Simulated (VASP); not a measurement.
# Sn (Fd-3m) in VASP: a series of runs

Runs on Sn. Level: r2SCAN. Tasks: single point.

All numbers are computed with VASP 6.6.1; they aren't measurements. Logs are shortened: lines on timing, memory, paths and dates and some standing lists are left out, and cuts for length are marked.

**1. The cell of the first run**

The structure is cubic, space group Fd-3m (No. 227). Conventional cell: a = 6.228 Å, b = 6.228 Å, c = 6.228 Å, α = 90.00°, β = 90.00°, γ = 90.00°. Sn (site symmetry -43m) has 4 Sn at 2.70 Å within 3.6 Å.

This isn't the form of Sn at room conditions, which is tetragonal (white tin).

**2. Single point, r2SCAN**

POSCAR

```
Sn
1.0
    0.0000000000      3.1138351418      3.1138351418
    3.1138351418      0.0000000000      3.1138351418
    3.1138351418      3.1138351418      0.0000000000
Sn
2
Direct
    0.7500000000      0.7500000000      0.7500000000
    0.5000000000      0.5000000000      0.5000000000
```

INCAR.step1

```
PREC = Accurate ; ENCUT = 550
ISMEAR = -1 ; SIGMA = 0.05
LREAL = False ; LASPH = True
NELM = 120 ; NBANDS = 21
GGA = PE ; ALGO = Normal
EDIFF = 1E-5 ; LWAVE = True
LCHARG = False ; GGA_COMPAT = False
```

INCAR.step2

```
PREC = Accurate ; ENCUT = 550
EDIFF = 1E-6 ; ISMEAR = -1
SIGMA = 0.05 ; LREAL = False
LASPH = True ; NELM = 120
ALGO = Normal ; ISIF = 2
LWAVE = False ; LCHARG = True
METAGGA = R2SCAN ; LMIXTAU = True
LELF = True ; LVHAR = True
NBANDS = 21 ; ISTART = 1
GGA_COMPAT = False
```

KPOINTS

```
regular mesh
0
Gamma
  7 7 7
```

Potentials or basis: VASP PAW PBE potentials, release 64 (Sn_d).

On the command line:

```sh
> cat potpaw_PBE.64/Sn_d/POTCAR > POTCAR
> cp INCAR.step1 INCAR
> mpirun -np 1 vasp_std > vasp.out
> cp INCAR.step2 INCAR
> mpirun -np 1 vasp_std > vasp.out
```

OUTCAR:

```text
PREC = Accurate
   ENCUT = 550
   EDIFF = 1E-6
   ISMEAR = -1
   LREAL = False
   LASPH = True
   NELM = 120
   ISIF = 2
   METAGGA = R2SCAN
   ISTART = 1

 ion  position               nearest neighbor table
   1  0.750  0.750  0.750-   2 2.70   2 2.70   2 2.70   2 2.70
   2  0.500  0.500  0.500-   1 2.70   1 2.70   1 2.70   1 2.70

  LATTYP: Found a face centered cubic cell.
 ALAT       =     6.2276702836

  Lattice vectors:

 A1 = (   0.0000000000,   3.1138351418,   3.1138351418)
 A2 = (   3.1138351418,   0.0000000000,   3.1138351418)
 A3 = (   3.1138351418,   3.1138351418,   0.0000000000)

Analysis of symmetry for initial positions (statically):
=====================================================================
 Subroutine PRICEL returns:
 Original cell was already a primitive cell.

 Routine SETGRP: Setting up the symmetry group for a
 face centered cubic supercell.

 Subroutine GETGRP returns: Found 48 space group operations
 (whereof 24 operations were pure point group operations)
 out of a pool of 48 trial point group operations.

The static configuration has the point symmetry T_d .
 The point group associated with its full space group is O_h .

Analysis of symmetry for dynamics (positions and initial velocities):
=====================================================================
 Subroutine PRICEL returns:
 Original cell was already a primitive cell.

 Routine SETGRP: Setting up the symmetry group for a
 face centered cubic supercell.

 Subroutine GETGRP returns: Found 48 space group operations
 (whereof 24 operations were pure point group operations)
 out of a pool of 48 trial point group operations.

The dynamic configuration has the point symmetry T_d .
 The point group associated with its full space group is O_h .

 Subroutine INISYM returns: Found 48 space group operations
 (whereof 24 operations are pure point group operations),
 and found     1 'primitive' translations

----------------------------------------------------------------------------------------

                                     Primitive cell

  volume of cell :      60.3833

  direct lattice vectors                    reciprocal lattice vectors
     0.000000000  3.113835142  3.113835142    -0.160573690  0.160573690  0.160573690
     3.113835142  0.000000000  3.113835142     0.160573690 -0.160573690  0.160573690
     3.113835142  3.113835142  0.000000000     0.160573690  0.160573690 -0.160573690

  length of vectors
     4.403627889  4.403627889  4.403627889     0.278121790  0.278121790  0.278121790

  position of ions in fractional coordinates (direct lattice)
     0.750000000  0.750000000  0.750000000
     0.500000000  0.500000000  0.500000000

  ion indices of the primitive-cell ions
   primitive index   ion index
                 1           1
                 2           2

----------------------------------------------------------------------------------------

 KPOINTS: regular mesh

Automatic generation of k-mesh.
 Grid dimensions read from file:
 generate k-points for:    7    7    7

 Generating k-lattice:

  Cartesian coordinates                     Fractional coordinates (reciprocal lattice)
    -0.022939099  0.022939099  0.022939099     0.142857143  0.000000000  0.000000000
     0.022939099 -0.022939099  0.022939099     0.000000000  0.142857143  0.000000000
     0.022939099  0.022939099 -0.022939099     0.000000000  0.000000000  0.142857143

  Length of vectors
     0.039731684  0.039731684  0.039731684

  Shift w.r.t. Gamma in fractional coordinates (k-lattice)
     0.000000000  0.000000000  0.000000000

 Subroutine IBZKPT returns following result:
 ===========================================

 Found     20 irreducible k-points:

 Following reciprocal coordinates:
            Coordinates               Weight
  0.000000  0.000000  0.000000      1.000000
  0.142857  0.000000  0.000000      8.000000
  0.285714  0.000000  0.000000      8.000000
  0.428571  0.000000  0.000000      8.000000
  0.142857  0.142857  0.000000      6.000000
  0.285714  0.142857  0.000000     24.000000
[... 12 lines left out ...]
 -0.428571  0.428571  0.142857     24.000000
 -0.285714  0.428571  0.142857     24.000000
   k-points           NKPTS =     20   k-points in BZ     NKDIM =     20   number of bands    NBANDS=     21
   number of dos      NEDOS =    301   number of ions     NIONS =      2
   total plane-waves  NPLWV =  46656
   dimension x,y,z NGX =    36 NGY =   36 NGZ =   36
   dimension x,y,z NGXF=    72 NGYF=   72 NGZF=   72
   ions per type =               2
   NGX,Y,Z   is equivalent  to a cutoff of  13.59, 13.59, 13.59 a.u.
   NGXF,Y,Z  is equivalent  to a cutoff of  27.18, 27.18, 27.18 a.u.
 SYSTEM =  unknown system
   PREC   = accura    normal or accurate (medium, high low for compatibility)
   ISTART =      1    job   : 0-new  1-cont  2-samecut
   ICHARG =      0    charge: 1-file 2-atom 10-const
   ISPIN  =      1    spin polarized calculation?
   LNONCOLLINEAR =      F non collinear calculations
   LSORBIT =      F    spin-orbit coupling
   LASPH  =      T    aspherical Exc in radial PAW
   ENCUT  =  550.0 eV  40.42 Ry    6.36 a.u.   8.42  8.42  8.42*2*pi/ulx,y,z
   NELM   =    120;   NELMIN=  2; NELMDL=  0     # of ELM steps
   EDIFF  = 0.1E-05   stopping-criterion for ELM
   LREAL  =      F    real-space projection
   EDIFFG = 0.1E-04   stopping-criterion for IOM
   NSW    =      0    number of steps for IOM
   IBRION =     -1    ionic relax: 0-MD 1-quasi-New 2-CG
   NFREE  =      0    steps in history (QN), initial steepest desc. (CG)
   ISIF   =      2    stress and relaxation
   ISYM   =      2    0-nonsym 1-usesym 2-fastsym
   POTIM  = 0.5000    time-step for ionic-motion
   TEBEG  =    0.0;   TEEND  =   0.0 temperature during run
   PSTRESS=    0.0 pullay stress
   NELECT =      28.0000    total number of electrons
   NUPDOWN=      -1.0000    fix difference up-down
   EMIN   =  10.00;   EMAX   =-10.00  energy-range for DOS
   EFERMI =   0.00;   METHOD = LEGACY
   ISMEAR =    -1;   SIGMA  =   0.05  broadening in eV -4-tet -1-fermi 0-gaus
   EFERMI_NEDOS =   21; number of points for ismear=-14 and -15
   IALGO  =     38    algorithm
   IMIX   =      4    mixing-type and parameters
     AMIX     =   0.40;   BMIX     =  1.00
     AMIX_MAG =   1.60;   BMIX_MAG =  1.00
  volume/ion in A,a.u.               =      30.19       203.74
  Fermi-wavevector in a.u.,A,eV,Ry     =   1.267132  2.394532 21.845838  1.605624
  Thomas-Fermi vector in A             =   2.400296
   LORBIT       =      0    0 simple, 1 ext, 2 COOP (PROOUT), +10 PAW based schemes
   METAGGA = R2SCAN    functional components
   LHFCALC =     F    Hartree Fock is set to
   AEXX    =    0.0000 exact exchange contribution
   IVDW    =     0    specifies the selected vdW correction
   LEPSILON=     F    determine dielectric tensor
   LRPA    =     F    only Hartree local field effects (RPA)
 non-spin polarized calculation
  energy-cutoff  :      550.00
  volume of cell :       60.38
 maximum number of plane-waves:      1807
 NGX is ok and might be reduce to    36
   NGX = 17   NGY = 17   NGZ = 17

 number of electron      27.9999993 magnetization

 Free energy of the ion-electron system (eV)
  ---------------------------------------------------
  ext. energy  EPLUGINS =         0.00000000
  ---------------------------------------------------
  free energy    TOTEN  =       -49.19952882 eV

  energy without entropy =      -49.19936601  energy(sigma->0) =      -49.19944742

 E-fermi :   7.2237     XC(G=0): -10.1940

 val. band max:        7.0180797581   @ k =   0.0000   0.0000   0.0000
 cond. band min:       7.4836903497   @ k =   0.4286   0.0000   0.0000
 fundamental gap:      0.4656105916
 Fermi energy:         7.2237398163

 k-point     1 :       0.0000    0.0000    0.0000
  band No.  band energies     occupation
      1     -15.7119      2.00000
      2     -15.7119      2.00000
      3     -15.7119      2.00000
      4     -15.6260      2.00000
      5     -15.6260      2.00000
      6     -15.1797      2.00000
[... 13 lines left out ...]
     20      15.5581      0.00000
     21      15.5581      0.00000

 k-point     2 :       0.1429    0.0000    0.0000
  band No.  band energies     occupation
      1     -15.7318      2.00000
      2     -15.7318      2.00000
      3     -15.7056      2.00000
      4     -15.5971      2.00000
      5     -15.5971      2.00000
      6     -15.2053      2.00000
[... 13 lines left out ...]
     20      14.4105      0.00000
     21      14.4105      0.00000

 k-point     3 :       0.2857    0.0000    0.0000
  band No.  band energies     occupation
      1     -15.7540      2.00000
      2     -15.7540      2.00000
      3     -15.6910      2.00000
      4     -15.5574      2.00000
      5     -15.5574      2.00000
      6     -15.2335      2.00000
[... 13 lines left out ...]
     20      14.4825      0.00000
     21      14.4825      0.00000

 k-point     4 :       0.4286    0.0000    0.0000
  band No.  band energies     occupation
      1     -15.7630      2.00000
      2     -15.7630      2.00000
      3     -15.6789      2.00000
      4     -15.5386      2.00000
      5     -15.5386      2.00000
      6     -15.2436      2.00000
[... 13 lines left out ...]
     20      16.0008      0.00000
     21      16.0008      0.00000

 k-point     5 :       0.1429    0.1429    0.0000
  band No.  band energies     occupation
      1     -15.7276      2.00000
      2     -15.7275      2.00000
      3     -15.7275      2.00000
      4     -15.6012      2.00000
      5     -15.5656      2.00000
      6     -15.2664      2.00000
[... 13 lines left out ...]
     20      13.8939      0.00000
     21      15.8048      0.00000

 k-point     6 :       0.2857    0.1429    0.0000
  band No.  band energies     occupation
      1     -15.7636      2.00000
      2     -15.7471      2.00000
      3     -15.6997      2.00000
      4     -15.5654      2.00000
      5     -15.5171      2.00000
      6     -15.3163      2.00000
[... 13 lines left out ...]
     20      15.0209      0.00000
     21      15.5740      0.00000

 k-point     7 :       0.4286    0.1429    0.0000
  band No.  band energies     occupation
      1     -15.7883      2.00000
      2     -15.7638      2.00000
      3     -15.6606      2.00000
      4     -15.5293      2.00000
      5     -15.4977      2.00000
      6     -15.3253      2.00000
[... 13 lines left out ...]
     20      16.5272      0.00000
     21      16.6841      0.00000
[... 195 lines left out ...]
      1     -15.8040      2.00000
      2     -15.7853      2.00000
      3     -15.5978      2.00000
      4     -15.5479      2.00000
      5     -15.3874      2.00000
      6     -15.3741      2.00000
[... 13 lines left out ...]
     20      16.8062      0.00000
     21      18.9048      0.00000

 k-point    17 :       0.4286    0.2857    0.1429
  band No.  band energies     occupation
      1     -15.7801      2.00000
      2     -15.7791      2.00000
      3     -15.6583      2.00000
      4     -15.5310      2.00000
      5     -15.4649      2.00000
      6     -15.3692      2.00000
[... 13 lines left out ...]
     20      16.2094      0.00000
     21      17.0520      0.00000

 k-point    18 :      -0.4286    0.2857    0.1429
  band No.  band energies     occupation
      1     -15.8087      2.00000
      2     -15.7874      2.00000
      3     -15.6070      2.00000
      4     -15.4923      2.00000
      5     -15.4436      2.00000
      6     -15.3804      2.00000
[... 13 lines left out ...]
     20      16.3309      0.00000
     21      16.8709      0.00000

 k-point    19 :      -0.4286    0.4286    0.1429
  band No.  band energies     occupation
      1     -15.8016      2.00000
      2     -15.7986      2.00000
      3     -15.5971      2.00000
      4     -15.4946      2.00000
      5     -15.4384      2.00000
      6     -15.3552      2.00000
[... 13 lines left out ...]
     20      17.1921      0.00000
     21      18.5667      0.00000

 k-point    20 :      -0.2857    0.4286    0.1429
  band No.  band energies     occupation
      1     -15.8190      2.00000
      2     -15.8000      2.00000
      3     -15.5616      2.00000
      4     -15.4603      2.00000
      5     -15.4246      2.00000
      6     -15.3748      2.00000
[... 13 lines left out ...]
     20      16.6718      0.00000
     21      18.8645      0.00000

------------------------ aborting loop because EDIFF is reached ----------------------------------------

  FORCE on cell =-STRESS in cart. coord.  units (eV):
  Direction    XX          YY          ZZ          XY          YZ          ZX
  --------------------------------------------------------------------------------------
  -------------------------------------------------------------------------------------
  Total        3.7609737      3.7609737      3.7609737     -0.0000000     -0.0000000      0.0000000
  in kB       99.7916103     99.7916103     99.7916103     -0.0000000     -0.0000000      0.0000000
  external PRESSURE =      99.7916103 kB  Pullay stress =       0.0000000 kB

 VOLUME and BASIS-vectors are now :
 -----------------------------------------------------------------------------
  energy-cutoff  :      550.00
  volume of cell :       60.38
      direct lattice vectors                 reciprocal lattice vectors
     0.000000000  3.113835142  3.113835142    -0.160573690  0.160573690  0.160573690
     3.113835142  0.000000000  3.113835142     0.160573690 -0.160573690  0.160573690
     3.113835142  3.113835142  0.000000000     0.160573690  0.160573690 -0.160573690

 POSITION                                       TOTAL-FORCE (eV/Angst)
 -----------------------------------------------------------------------------------
      4.67075      4.67075      4.67075         0.000000      0.000000     -0.000000
      3.11384      3.11384      3.11384        -0.000000     -0.000000      0.000000
 -----------------------------------------------------------------------------------
    total drift:                                0.000000      0.000000      0.000000

  FREE ENERGIE OF THE ION-ELECTRON SYSTEM (eV)
  ---------------------------------------------------
  free  energy   TOTEN  =       -49.1995288196 eV

  energy  without entropy=      -49.1993660150  energy(sigma->0) =      -49.19944742
```

It took 3.2 min on 1 thread of Intel Xeon 8259CL, shared host; peak memory 0.22 GiB.

Results:

```yaml
Free_energy: -49.1995 eV
Pressure: 10.0 GPa
Band_gap_on_the_k_mesh: 0.47 eV (least direct gap 0.58 eV)
```

Caveat: the cell stands under pressure; the PAW data sets were made with another functional, which shifts forces and pressure a little; spin-orbit coupling is left out, which moves the levels of the heavy elements; an odd mesh through Γ misses points on the zone boundary, where band edges can lie.

(Part 1 of 2 ends here.)
